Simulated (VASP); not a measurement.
Crystal: RbBr.

```
CELL_PARAMETERS angstrom
0.00000 3.38068 3.38068
3.38068 0.00000 3.38068
3.38068 3.38068 0.00000
ATOMIC_POSITIONS crystal
Rb 0.00000 0.00000 0.00000
Br 0.50000 0.50000 0.50000
```

Base run:

| Item | Value |
| --- | --- |
| Program | VASP 6.6.1 |
| Functional | PBE |
| Potentials or basis | VASP PAW PBE potentials, release 64 (Rb_sv, Br) |
| Cutoff | 520 eV |
| k mesh | 7 × 7 × 7 |
| Occupations | fermi-dirac, width 0.05 eV |
| Spin | no spin polarisation |

Its results: band gap on the k mesh 4.47 eV; pressure 1.8 GPa.

Task: The run is repeated on the same cell with these changes: functional from PBE to r2SCAN. What comes out?

Result: Band gap on the k mesh 5.08 eV; pressure 1.2 GPa.

Caveats: the PAW data sets were made with another functional, which shifts forces and pressure a little (at least some runs); an odd mesh through Γ misses points on the zone boundary, where band edges can lie (at least some runs).
